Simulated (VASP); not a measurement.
# Ge (Cmcm) in VASP: further runs

Runs on Ge. Level: LDA. Tasks: single point.

All numbers are computed with VASP 6.6.1; they aren't measurements. Logs are shortened: lines on timing, memory, paths and dates and some standing lists are left out, and cuts for length are marked.

### Step 1. The cell of the first run

The structure is orthorhombic, space group Cmcm (No. 63). The conventional cell has a = 2.976 Å, b = 5.189 Å, c = 4.728 Å, α = 90.00°, β = 90.00°, γ = 90.00°. Within 3.9 Å of Ge (site symmetry m2m) lie 12 Ge at 2.92 to 2.99 Å.

This isn't the form of Ge at room conditions, which is diamond.

### Step 2. Single point, LDA

INCAR reads:

```
SYSTEM = Ge
PREC     = Accurate       ! precision mode
ENCUT    = 520            ! plane-wave cutoff, eV
EDIFF    = 1E-6           ! SCF threshold, eV
ISMEAR   = -1             ! smearing method
SIGMA    = 0.1            ! smearing width, eV
LREAL    = .False.        ! projectors in reciprocal space
LASPH    = .True.         ! aspherical terms in the spheres
NELM     = 60             ! most SCF steps
ALGO     = Normal         ! electronic algorithm
ISIF     = 2              ! what is computed and relaxed
LWAVE    = .False.        ! write WAVECAR
LCHARG   = .True.         ! write CHGCAR
GGA      = CA             ! functional
LELF     = .True.         ! ELF
LVHAR    = .True.       
NBANDS   = 21             ! bands
```

KPOINTS reads:

```
regular mesh
0
Gamma
  11 11 6
  0 0 0
```

POSCAR reads:

```
Ge
1.0
    1.4880530000     -2.5946900000      0.0000000000
    1.4880530000      2.5946900000      0.0000000000
    0.0000000000      0.0000000000      4.7275960000
Ge
2
Direct
    0.6665530000      0.3334470000      0.2500000000
    0.3334470000      0.6665530000      0.7500000000
```

Potentials or basis: VASP PAW LDA potentials, release 64 (Ge_d).

The run is started by

```sh
$ cat potpaw_LDA.64/Ge_d/POTCAR > POTCAR
$ mpirun -np 1 vasp_std > vasp.out
```

OUTCAR:

```text
SYSTEM = Ge
   PREC = Accurate
   ENCUT = 520
   EDIFF = 1E-6
   ISMEAR = -1
   LREAL = .False.
   LASPH = .True.
   NELM = 60
   ISIF = 2
   GGA = CA

 ion  position               nearest neighbor table
   1  0.667  0.333  0.250-
   2  0.333  0.667  0.750-

  LATTYP: Found a base centered orthorhombic cell.
 ALAT       =     2.9761060000
 B/A-ratio  =     1.7436811726
 C/A-ratio  =     1.5885173445

  Lattice vectors:

 A1 = (   1.4880530000,  -2.5946900000,   0.0000000000)
 A2 = (   1.4880530000,   2.5946900000,   0.0000000000)
 A3 = (   0.0000000000,   0.0000000000,   4.7275960000)

Analysis of symmetry for initial positions (statically):
=====================================================================
 Subroutine PRICEL returns:
 Original cell was already a primitive cell.

 Routine SETGRP: Setting up the symmetry group for a
 base centered orthorhombic supercell.

 Subroutine GETGRP returns: Found  8 space group operations
 (whereof  4 operations were pure point group operations)
 out of a pool of  8 trial point group operations.

The static configuration has the point symmetry C_2h.
 The point group associated with its full space group is D_2h.

Analysis of symmetry for dynamics (positions and initial velocities):
=====================================================================
 Subroutine PRICEL returns:
 Original cell was already a primitive cell.

 Routine SETGRP: Setting up the symmetry group for a
 base centered orthorhombic supercell.

 Subroutine GETGRP returns: Found  8 space group operations
 (whereof  4 operations were pure point group operations)
 out of a pool of  8 trial point group operations.

The dynamic configuration has the point symmetry C_2h.
 The point group associated with its full space group is D_2h.

 Subroutine INISYM returns: Found  8 space group operations
 (whereof  4 operations are pure point group operations),
 and found     1 'primitive' translations

----------------------------------------------------------------------------------------

                                     Primitive cell

  volume of cell :      36.5068

  direct lattice vectors                    reciprocal lattice vectors
     1.488053000 -2.594690000  0.000000000     0.336009537 -0.192701248  0.000000000
     1.488053000  2.594690000  0.000000000     0.336009537  0.192701248  0.000000000
     0.000000000  0.000000000  4.727596000     0.000000000  0.000000000  0.211523997

  length of vectors
     2.991106472  2.991106472  4.727596000     0.387345040  0.387345040  0.211523997

  position of ions in fractional coordinates (direct lattice)
     0.666553000  0.333447000  0.250000000
     0.333447000  0.666553000  0.750000000

  ion indices of the primitive-cell ions
   primitive index   ion index
                 1           1
                 2           2

----------------------------------------------------------------------------------------

 KPOINTS: regular mesh

Automatic generation of k-mesh.
 Grid dimensions read from file:
 generate k-points for:   11   11    6

 Generating k-lattice:

  Cartesian coordinates                     Fractional coordinates (reciprocal lattice)
     0.030546322 -0.017518295  0.000000000     0.090909091  0.000000000  0.000000000
     0.030546322  0.017518295  0.000000000     0.000000000  0.090909091  0.000000000
     0.000000000  0.000000000  0.035253999     0.000000000  0.000000000  0.166666667

  Length of vectors
     0.035213185  0.035213185  0.035253999

  Shift w.r.t. Gamma in fractional coordinates (k-lattice)
     0.000000000  0.000000000  0.000000000

 Subroutine IBZKPT returns following result:
 ===========================================

 Found    144 irreducible k-points:

 Following reciprocal coordinates:
            Coordinates               Weight
  0.000000  0.000000  0.000000      1.000000
  0.090909 -0.000000  0.000000      4.000000
  0.181818  0.000000  0.000000      4.000000
  0.272727  0.000000  0.000000      4.000000
  0.363636  0.000000  0.000000      4.000000
  0.454545  0.000000  0.000000      4.000000
[... 16 lines left out ...]
 -0.272727  0.181818  0.000000      4.000000
 -0.181818  0.181818  0.000000      2.000000
 [... further k-points ...]
   k-points           NKPTS =    144   k-points in BZ     NKDIM =    144   number of bands    NBANDS=     21
   number of dos      NEDOS =    301   number of ions     NIONS =      2
   total plane-waves  NPLWV =  20736
   dimension x,y,z NGX =    24 NGY =   24 NGZ =   36
   dimension x,y,z NGXF=    48 NGYF=   48 NGZF=   72
   ions per type =               2
   NGX,Y,Z   is equivalent  to a cutoff of  13.34, 13.34, 12.66 a.u.
   NGXF,Y,Z  is equivalent  to a cutoff of  26.68, 26.68, 25.32 a.u.
 SYSTEM =  Ge
   PREC   = accura    normal or accurate (medium, high low for compatibility)
   ISTART =      0    job   : 0-new  1-cont  2-samecut
   ICHARG =      2    charge: 1-file 2-atom 10-const
   ISPIN  =      1    spin polarized calculation?
   LNONCOLLINEAR =      F non collinear calculations
   LSORBIT =      F    spin-orbit coupling
   LASPH  =      T    aspherical Exc in radial PAW
   ENCUT  =  520.0 eV  38.22 Ry    6.18 a.u.   5.56  5.56  8.79*2*pi/ulx,y,z
   NELM   =     60;   NELMIN=  2; NELMDL= -5     # of ELM steps
   EDIFF  = 0.1E-05   stopping-criterion for ELM
   LREAL  =      F    real-space projection
   EDIFFG = 0.1E-04   stopping-criterion for IOM
   NSW    =      0    number of steps for IOM
   IBRION =     -1    ionic relax: 0-MD 1-quasi-New 2-CG
   NFREE  =      0    steps in history (QN), initial steepest desc. (CG)
   ISIF   =      2    stress and relaxation
   ISYM   =      2    0-nonsym 1-usesym 2-fastsym
   POTIM  = 0.5000    time-step for ionic-motion
   TEBEG  =    0.0;   TEEND  =   0.0 temperature during run
   PSTRESS=    0.0 pullay stress
   NELECT =      28.0000    total number of electrons
   NUPDOWN=      -1.0000    fix difference up-down
   EMIN   =  10.00;   EMAX   =-10.00  energy-range for DOS
   EFERMI =   0.00;   METHOD = LEGACY
   ISMEAR =    -1;   SIGMA  =   0.10  broadening in eV -4-tet -1-fermi 0-gaus
   EFERMI_NEDOS =   21; number of points for ismear=-14 and -15
   IALGO  =     38    algorithm
   IMIX   =      4    mixing-type and parameters
     AMIX     =   0.40;   BMIX     =  1.00
     AMIX_MAG =   1.60;   BMIX_MAG =  1.00
  volume/ion in A,a.u.               =      18.25       123.18
  Fermi-wavevector in a.u.,A,eV,Ry     =   1.498544  2.831837 30.553698  2.245633
  Thomas-Fermi vector in A             =   2.610289
   LORBIT       =      0    0 simple, 1 ext, 2 COOP (PROOUT), +10 PAW based schemes
   GGA     = CA    functional components
   LHFCALC =     F    Hartree Fock is set to
   AEXX    =    0.0000 exact exchange contribution
   IVDW    =     0    specifies the selected vdW correction
   LEPSILON=     F    determine dielectric tensor
   LRPA    =     F    only Hartree local field effects (RPA)
 non-spin polarized calculation
  energy-cutoff  :      520.00
  volume of cell :       36.51
 maximum number of plane-waves:      1014
   NGX = 11   NGY = 11   NGZ = 17

 number of electron      28.0000012 magnetization

 Free energy of the ion-electron system (eV)
  ---------------------------------------------------
  ext. energy  EPLUGINS =         0.00000000
  ---------------------------------------------------
  free energy    TOTEN  =        -9.78514890 eV

  energy without entropy =       -9.75092294  energy(sigma->0) =       -9.76803592

 E-fermi :   6.8586     XC(G=0): -11.7455

 val. band max:        6.8395091108   @ k =   0.1818   0.1818   0.0000
 cond. band min:       6.8621122250   @ k =  -0.3636   0.2727   0.3333
 fundamental gap:      0.0226031142
 Fermi energy:         6.8586130126

 k-point     1 :       0.0000    0.0000    0.0000
  band No.  band energies     occupation
      1     -17.9475      2.00000
      2     -17.9439      2.00000
      3     -17.9402      2.00000
      4     -17.9357      2.00000
      5     -17.9345      2.00000
      6     -17.9315      2.00000
[... 13 lines left out ...]
     20      19.8009      0.00000
     21      20.9776      0.00000

 k-point     2 :       0.0909   -0.0000    0.0000
  band No.  band energies     occupation
      1     -17.9519      2.00000
      2     -17.9442      2.00000
      3     -17.9358      2.00000
      4     -17.9292      2.00000
      5     -17.9272      2.00000
      6     -17.9248      2.00000
[... 13 lines left out ...]
     20      19.7352      0.00000
     21      21.0706      0.00000

 k-point     3 :       0.1818    0.0000    0.0000
  band No.  band energies     occupation
      1     -17.9663      2.00000
      2     -17.9406      2.00000
      3     -17.9285      2.00000
      4     -17.9271      2.00000
      5     -17.9217      2.00000
      6     -17.9168      2.00000
[... 13 lines left out ...]
     20      20.0182      0.00000
     21      21.0218      0.00000

 k-point     4 :       0.2727    0.0000    0.0000
  band No.  band energies     occupation
      1     -17.9821      2.00000
      2     -17.9418      2.00000
      3     -17.9407      2.00000
      4     -17.9362      2.00000
      5     -17.9095      2.00000
      6     -17.8920      2.00000
[... 13 lines left out ...]
     20      18.9978      0.00000
     21      20.4691      0.00000

 k-point     5 :       0.3636    0.0000    0.0000
  band No.  band energies     occupation
      1     -17.9954      2.00000
      2     -17.9555      2.00000
      3     -17.9439      2.00000
      4     -17.9435      2.00000
      5     -17.8967      2.00000
      6     -17.8836      2.00000
[... 13 lines left out ...]
     20      18.3889      0.00000
     21      19.9320      0.00000
[... 382 lines left out ...]
     20      18.4546      0.00000
     21      22.1786      0.00000

 k-point    22 :      -0.3636    0.1818    0.0000
  band No.  band energies     occupation
      1     -17.9586      2.00000
      2     -17.9558      2.00000
      3     -17.9533      2.00000
      4     -17.9334      2.00000
      5     -17.9075      2.00000
      6     -17.8943      2.00000
[... 13 lines left out ...]
     20      18.8048      0.00000
     21      19.7149      0.00000

 k-point    23 :      -0.2727    0.1818    0.0000
  band No.  band energies     occupation
      1     -17.9692      2.00000
      2     -17.9464      2.00000
      3     -17.9383      2.00000
      4     -17.9305      2.00000
      5     -17.9189      2.00000
      6     -17.9020      2.00000
[... 13 lines left out ...]
     20      18.2535      0.00000
     21      20.2347      0.00000

 k-point    24 :      -0.1818    0.1818    0.0000
  band No.  band energies     occupation
      1     -17.9684      2.00000
      2     -17.9417      2.00000
      3     -17.9289      2.00000
      4     -17.9260      2.00000
      5     -17.9231      2.00000
      6     -17.9151      2.00000
[... 13 lines left out ...]
     20      20.0015      0.00000
     21      21.1286      0.00000

 [... further k-points ...]

------------------------ aborting loop because EDIFF is reached ----------------------------------------

  FORCE on cell =-STRESS in cart. coord.  units (eV):
  Direction    XX          YY          ZZ          XY          YZ          ZX
  --------------------------------------------------------------------------------------
  -------------------------------------------------------------------------------------
  Total       -0.7565537     -0.7373140      0.6714974      0.0000000     -0.0000000      0.0000000
  in kB      -33.2029093    -32.3585333     29.4700359      0.0000000     -0.0000000      0.0000000
  external PRESSURE =     -12.0304689 kB  Pullay stress =       0.0000000 kB

 VOLUME and BASIS-vectors are now :
 -----------------------------------------------------------------------------
  energy-cutoff  :      520.00
  volume of cell :       36.51
      direct lattice vectors                 reciprocal lattice vectors
     1.488053000 -2.594690000  0.000000000     0.336009537 -0.192701248  0.000000000
     1.488053000  2.594690000  0.000000000     0.336009537  0.192701248  0.000000000
     0.000000000  0.000000000  4.727596000     0.000000000  0.000000000  0.211523997

 POSITION                                       TOTAL-FORCE (eV/Angst)
 -----------------------------------------------------------------------------------
      1.48805     -0.86431      1.18190         0.000000      0.004871      0.000000
      1.48805      0.86431      3.54570         0.000000     -0.004871     -0.000000
 -----------------------------------------------------------------------------------
    total drift:                               -0.000000     -0.000000     -0.000000

  FREE ENERGIE OF THE ION-ELECTRON SYSTEM (eV)
  ---------------------------------------------------
  free  energy   TOTEN  =        -9.7851488952 eV

  energy  without entropy=       -9.7509229356  energy(sigma->0) =       -9.76803592
```

It took 2.2 min on 1 thread of AMD EPYC 7R43 (Zen 3), shared host; peak memory 0.15 GiB.

Results:

```yaml
Free_energy: -9.7851 eV
Pressure: -1.2 GPa
Largest_force: 0.005 eV/Å
Band_gap_on_the_k_mesh: zero (bands 14 and 15 overlap by 9.24 eV)
```

Forces in eV/Å, atoms in the order of the input:
```
Ge   0.000  0.005  0.000
Ge   0.000 -0.005  0.000
```

### Step 3. Single point, LDA

INCAR reads:

```
  PREC = Accurate
  ENCUT = 520
  EDIFF = 1E-6
  ISMEAR = -1
  SIGMA = 0.1
  LREAL = False
  LASPH = True
  NELM = 100
  ALGO = Normal
  ISIF = 2
  LWAVE = False
  LCHARG = False
  NBANDS = 21
```

KPOINTS reads:

```
regular mesh
0
Gamma
  11 11 6
```

POSCAR is that of step 2.

Potentials or basis: VASP PAW LDA potentials, release 64 (Ge_d).

The run is started by

```sh
$ cat potpaw_LDA.64/Ge_d/POTCAR > POTCAR
$ mpirun -np 1 vasp_std > vasp.out
```

It took 1.8 min on 1 thread of AMD EPYC 7R43 (Zen 3), shared host; peak memory 0.16 GiB.

Results (log left out):

```
Free energy            : -9.7851 eV
Pressure               : -1.2 GPa
Largest force          : 0.005 eV/Å
Band gap on the k mesh : zero (bands 14 and 15 overlap by 9.24 eV)
```

Forces on the atoms (eV/Å):
```
Ge   0.000  0.005  0.000
Ge   0.000 -0.005  0.000
```

Stress tensor (GPa, compression positive):
```
-3.32  0.00  0.00
 0.00 -3.24  0.00
 0.00  0.00  2.95
```

Levels at points of the mesh, in eV from the Fermi level:
```
           k point  band 12  band 13  band 14  band 15  band 16  band 17
(0.00, 0.00, 0.00)    -7.60    -5.56     6.44     6.55     8.51     8.63
(0.00, 0.00, 0.50)   -11.77     1.78     1.78     7.56     7.56     7.68
```
